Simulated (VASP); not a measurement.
# Ru6N in VASP: notebook

The runs below take Ru6N through single point, with PBE.

All numbers are computed with VASP 6.6.1; they aren't measurements. Logs are shortened: lines on timing, memory, paths and dates and some standing lists are left out, and cuts for length are marked.

### 1 The cell of the first run

The cell holds a slab with vacuum, 7 atoms: a = 2.720 Å, b = 4.297 Å, c = 20.838 Å, α = 90.00°, β = 90.00°, γ = 90.00°.

### 2 Single point, PBE

INCAR reads:

```
SYSTEM = Ru6N
  ALGO = Fast
  DIPOL = 0.5 0.5 0.347
  EDIFF = 1E-6
  ENCUT = 520
  GGA = PE
  IDIPOL = 3
  ISIF = 2
  ISMEAR = 0
  LASPH = .TRUE.
  LCHARG = .FALSE.
  LDIPOL = .TRUE.
  LREAL = .FALSE.
  LWAVE = .FALSE.
  NBANDS = 54
  NELM = 60
  PREC = Accurate
  SIGMA = 0.1
```

KPOINTS reads:

```
k-points
0
G
  10 6 1
  0 0 0
```

POSCAR reads:

```
Ru6N
1.0
    2.7197977462      0.0000000000      0.0000000000
    0.0000000000      4.2966597640      0.0000000000
    0.0000000000      0.0000000000     20.8383397414
Ru N
6 1
Direct
    0.0000000000      0.7500000000      0.1919538720
    0.5000000000      0.2500000000      0.2296314409
    0.5000000000      0.7500000000      0.3049865786
    0.0000000000      0.2500000000      0.3407382302
    0.0000000000      0.7500000000      0.4168575075
    0.5000000000      0.2500000000      0.4481326179
    0.8333333333      0.6500000000      0.4965755264
```

Potentials or basis: VASP PAW PBE potentials, release 64 (Ru_pv, N).

Started as:

```bash
$ cat potpaw_PBE.64/Ru_pv/POTCAR potpaw_PBE.64/N/POTCAR > POTCAR
$ mpirun -np 1 vasp_std > vasp.out
```

OUTCAR:

```text
SYSTEM = Ru6N
   EDIFF = 1E-6
   ENCUT = 520
   GGA = PE
   ISIF = 2
   ISMEAR = 0
   LASPH = .TRUE.
   LREAL = .FALSE.
   NELM = 60
   PREC = Accurate

 ion  position               nearest neighbor table
   1  0.000  0.750  0.192-   2 2.66   2 2.66   2 2.66   2 2.66   3 2.72   3 2.72
   2  0.500  0.250  0.230-   3 2.66   3 2.66   1 2.66   1 2.66   1 2.66   1 2.66   4 2.69   4 2.69

   3  0.500  0.750  0.305-   4 2.65   4 2.65   4 2.65   4 2.65   2 2.66   2 2.66   5 2.70   5 2.70
                             1 2.72   1 2.72
   4  0.000  0.250  0.341-   6 2.62   6 2.62   3 2.65   3 2.65   3 2.65   3 2.65   5 2.67   5 2.67
                             2 2.69   2 2.69
   5  0.000  0.750  0.417-   7 1.77   6 2.62   6 2.62   6 2.62   6 2.62   4 2.67   4 2.67   3 2.70
                             3 2.70
   6  0.500  0.250  0.448-   7 2.19   4 2.62   4 2.62   5 2.62   5 2.62   5 2.62   5 2.62
   7  0.833  0.650  0.497-   5 1.77   6 2.19

  LATTYP: Found a simple orthorhombic cell.
 ALAT       =     2.7197977462
 B/A-ratio  =     1.5797717937
 C/A-ratio  =     7.6617240273

  Lattice vectors:

 A1 = (   2.7197977462,   0.0000000000,   0.0000000000)
 A2 = (   0.0000000000,   4.2966597640,   0.0000000000)
 A3 = (   0.0000000000,   0.0000000000,  20.8383397414)

Analysis of symmetry for initial positions (statically):
=====================================================================
 Subroutine PRICEL returns:
 Original cell was already a primitive cell.

 Routine SETGRP: Setting up the symmetry group for a
 simple orthorhombic supercell.

 Subroutine GETGRP returns: Found  1 space group operations
 (whereof  1 operations were pure point group operations)
 out of a pool of  8 trial point group operations.

The static configuration has the point symmetry C_1 .

Analysis of symmetry for dynamics (positions and initial velocities):
=====================================================================
 Subroutine PRICEL returns:
 Original cell was already a primitive cell.

 Routine SETGRP: Setting up the symmetry group for a
 simple orthorhombic supercell.

 Subroutine GETGRP returns: Found  1 space group operations
 (whereof  1 operations were pure point group operations)
 out of a pool of  8 trial point group operations.

The dynamic configuration has the point symmetry C_1 .

 Subroutine INISYM returns: Found  1 space group operations
 (whereof  1 operations are pure point group operations),
 and found     1 'primitive' translations

----------------------------------------------------------------------------------------

                                     Primitive cell

  volume of cell :     243.5178

  direct lattice vectors                    reciprocal lattice vectors
     2.719797746  0.000000000  0.000000000     0.367674398  0.000000000  0.000000000
     0.000000000  4.296659764  0.000000000     0.000000000  0.232738931  0.000000000
     0.000000000  0.000000000 20.838339741     0.000000000  0.000000000  0.047988468

  length of vectors
     2.719797746  4.296659764 20.838339741     0.367674398  0.232738931  0.047988468

  position of ions in fractional coordinates (direct lattice)
     0.000000000  0.750000000  0.191953872
     0.500000000  0.250000000  0.229631441
     0.500000000  0.750000000  0.304986579
     0.000000000  0.250000000  0.340738230
     0.000000000  0.750000000  0.416857507
     0.500000000  0.250000000  0.448132618
     0.833333333  0.650000000  0.496575526

  ion indices of the primitive-cell ions
   primitive index   ion index
                 1           1
                 2           2
                 3           3
                 4           4
                 5           5
                 6           6
                 7           7

----------------------------------------------------------------------------------------

 KPOINTS: k-points

Automatic generation of k-mesh.
 Grid dimensions read from file:
 generate k-points for:   10    6    1

 Generating k-lattice:

  Cartesian coordinates                     Fractional coordinates (reciprocal lattice)
     0.036767440  0.000000000  0.000000000     0.100000000  0.000000000  0.000000000
     0.000000000  0.038789822  0.000000000     0.000000000  0.166666667  0.000000000
     0.000000000  0.000000000  0.047988468     0.000000000  0.000000000  1.000000000

  Length of vectors
     0.036767440  0.038789822  0.047988468

  Shift w.r.t. Gamma in fractional coordinates (k-lattice)
     0.000000000  0.000000000  0.000000000

 Subroutine IBZKPT returns following result:
 ===========================================

 Found     32 irreducible k-points:

 Following reciprocal coordinates:
            Coordinates               Weight
  0.000000  0.000000  0.000000      1.000000
  0.100000  0.000000  0.000000      2.000000
  0.200000  0.000000  0.000000      2.000000
  0.300000  0.000000  0.000000      2.000000
  0.400000  0.000000  0.000000      2.000000
  0.500000  0.000000  0.000000      1.000000
[... 16 lines left out ...]
  0.300000 -0.333333  0.000000      2.000000
  0.400000  0.333333  0.000000      2.000000
 [... further k-points ...]
   k-points           NKPTS =     32   k-points in BZ     NKDIM =     32   number of bands    NBANDS=     54
   number of dos      NEDOS =    301   number of ions     NIONS =      7
   total plane-waves  NPLWV = 102400
   dimension x,y,z NGX =    20 NGY =   32 NGZ =  160
   dimension x,y,z NGXF=    40 NGYF=   64 NGZF=  320
   ions per type =               6   1
   NGX,Y,Z   is equivalent  to a cutoff of  12.22, 12.38, 12.76 a.u.
   NGXF,Y,Z  is equivalent  to a cutoff of  24.45, 24.76, 25.53 a.u.
 SYSTEM =  Ru6N
   PREC   = accura    normal or accurate (medium, high low for compatibility)
   ISTART =      0    job   : 0-new  1-cont  2-samecut
   ICHARG =      2    charge: 1-file 2-atom 10-const
   ISPIN  =      1    spin polarized calculation?
   LNONCOLLINEAR =      F non collinear calculations
   LSORBIT =      F    spin-orbit coupling
   LASPH  =      T    aspherical Exc in radial PAW
   ENCUT  =  520.0 eV  38.22 Ry    6.18 a.u.   5.06  7.99 38.75*2*pi/ulx,y,z
   NELM   =     60;   NELMIN=  2; NELMDL= -5     # of ELM steps
   EDIFF  = 0.1E-05   stopping-criterion for ELM
   LREAL  =      F    real-space projection
   EDIFFG = 0.1E-04   stopping-criterion for IOM
   NSW    =      0    number of steps for IOM
   IBRION =     -1    ionic relax: 0-MD 1-quasi-New 2-CG
   NFREE  =      0    steps in history (QN), initial steepest desc. (CG)
   ISIF   =      2    stress and relaxation
   ISYM   =      2    0-nonsym 1-usesym 2-fastsym
   POTIM  = 0.5000    time-step for ionic-motion
   TEBEG  =    0.0;   TEEND  =   0.0 temperature during run
   PSTRESS=    0.0 pullay stress
   NELECT =      89.0000    total number of electrons
   NUPDOWN=      -1.0000    fix difference up-down
   EMIN   =  10.00;   EMAX   =-10.00  energy-range for DOS
   EFERMI =   0.00;   METHOD = LEGACY
   ISMEAR =     0;   SIGMA  =   0.10  broadening in eV -4-tet -1-fermi 0-gaus
   EFERMI_NEDOS =   21; number of points for ismear=-14 and -15
   IALGO  =     68    algorithm
   IMIX   =      4    mixing-type and parameters
     AMIX     =   0.40;   BMIX     =  1.00
     AMIX_MAG =   1.60;   BMIX_MAG =  1.00
  volume/ion in A,a.u.               =      34.79       234.76
  Fermi-wavevector in a.u.,A,eV,Ry     =   1.170473  2.211873 18.640066  1.370006
  Thomas-Fermi vector in A             =   2.306931
   LORBIT       =      0    0 simple, 1 ext, 2 COOP (PROOUT), +10 PAW based schemes
   GGA     = PE    functional components
   LHFCALC =     F    Hartree Fock is set to
   AEXX    =    0.0000 exact exchange contribution
   IVDW    =     0    specifies the selected vdW correction
   LEPSILON=     F    determine dielectric tensor
   LRPA    =     F    only Hartree local field effects (RPA)
 non-spin polarized calculation
 RMM-DIIS sequential band-by-band and
 Gauss-broadening in eV      SIGMA  =   0.10
  energy-cutoff  :      520.00
  volume of cell :      243.52
 maximum number of plane-waves:      6614
   NGX = 11   NGY = 15   NGZ = 77

 dipolmoment           0.000000      0.000000     -0.164142 electrons x Angstroem

 number of electron      89.0000040 magnetization

 dipolmoment           0.000000      0.000000      0.079400 electrons x Angstroem

 Free energy of the ion-electron system (eV)
  ---------------------------------------------------
  ext. energy  EPLUGINS =         0.00000000
  ---------------------------------------------------
  free energy    TOTEN  =       -58.42950804 eV

  energy without entropy =      -58.38432907  energy(sigma->0) =      -58.40691856

 E-fermi :   1.1497     XC(G=0):  -5.9778

 val. band max:        1.1469704712   @ k =   0.3000   0.3333   0.0000
 cond. band min:       1.1577924788   @ k =   0.3000  -0.1667   0.0000
 fundamental gap:      0.0108220076
 Fermi energy:         1.1496937943

 k-point     1 :       0.0000    0.0000    0.0000
  band No.  band energies     occupation
      1     -42.9004      2.00000
      2     -42.6008      2.00000
      3     -42.3604      2.00000
      4     -42.2144      2.00000
      5     -42.1424      2.00000
      6     -42.0285      2.00000
[... 46 lines left out ...]
     53       2.8610      0.00000
     54       2.9838      0.00000

 k-point     2 :       0.1000    0.0000    0.0000
  band No.  band energies     occupation
      1     -42.8912      2.00000
      2     -42.5822      2.00000
      3     -42.3395      2.00000
      4     -42.2183      2.00000
      5     -42.1798      2.00000
      6     -42.0106      2.00000
[... 46 lines left out ...]
     53       2.8412      0.00000
     54       2.9128      0.00000
[... 1195 lines left out ...]
     53       3.1108      0.00000
     54       3.9941      0.00000

 k-point    24 :       0.4000    0.3333    0.0000
  band No.  band energies     occupation
      1     -42.8855      2.00000
      2     -42.6156      2.00000
      3     -42.4845      2.00000
      4     -42.4335      2.00000
      5     -42.2070      2.00000
      6     -42.1208      2.00000
[... 46 lines left out ...]
     53       3.5619      0.00000
     54       4.6732      0.00000

 [... further k-points ...]

------------------------ aborting loop because EDIFF is reached ----------------------------------------

 vacuum level on the upper side and lower side of the slab       (xc-potential included)         0.582        -0.611

  FORCE on cell =-STRESS in cart. coord.  units (eV):
  Direction    XX          YY          ZZ          XY          YZ          ZX
  --------------------------------------------------------------------------------------
  -------------------------------------------------------------------------------------
  Total       -0.3047067     -2.8019532      2.8189885     -0.6070853     -2.5176552     -1.0408979
  in kB       -2.0047576    -18.4348996     18.5469800     -3.9941979    -16.5644169     -6.8483828
  external PRESSURE =      -0.6308924 kB  Pullay stress =       0.0000000 kB

 VOLUME and BASIS-vectors are now :
 -----------------------------------------------------------------------------
  energy-cutoff  :      520.00
  volume of cell :      243.52
      direct lattice vectors                 reciprocal lattice vectors
     2.719797746  0.000000000  0.000000000     0.367674398  0.000000000  0.000000000
     0.000000000  4.296659764  0.000000000     0.000000000  0.232738931  0.000000000
     0.000000000  0.000000000 20.838339741     0.000000000  0.000000000  0.047988468

 POSITION                                       TOTAL-FORCE (eV/Angst)
 -----------------------------------------------------------------------------------
      0.00000      3.22249      4.00000         0.068400      0.010677      0.855960
      1.35990      1.07416      4.78514         0.015130      0.014909     -0.464176
      1.35990      3.22249      6.35541         0.101841     -0.061027     -1.264348
      0.00000      1.07416      7.10042         0.066128      0.007516     -0.442954
      0.00000      3.22249      8.68662        -0.387579      1.124408     -0.795577
      1.35990      1.07416      9.33834         0.540531      0.711884      2.032486
      2.26650      2.79283     10.34781        -0.404451     -1.808368      0.078610
 -----------------------------------------------------------------------------------
    total drift:                               -0.000065      0.000001      0.000455

  FREE ENERGIE OF THE ION-ELECTRON SYSTEM (eV)
  ---------------------------------------------------
  free  energy   TOTEN  =       -58.4295080376 eV

  energy  without entropy=      -58.3843290738  energy(sigma->0) =      -58.40691856

 vacuum level on the upper side and lower side of the slab         7.083         5.854
```

Wall time 17 min (1 thread of Oxide Virtual Turin-like, shared host); peak memory 0.48 GiB.

Results:

- Free energy: -58.4295 eV
- Largest force: 2.220 eV/Å
- Band gap on the k mesh: zero (an odd number of electrons rules out a gap without spin polarisation)

Forces in eV/Å, atoms in the order of the input:
```
Ru   0.068  0.011  0.856
Ru   0.015  0.015 -0.464
Ru   0.102 -0.061 -1.264
Ru   0.066  0.008 -0.443
Ru  -0.388  1.124 -0.796
Ru   0.541  0.712  2.032
N   -0.404 -1.808  0.079
```

(Part 1 of 2 ends here.)
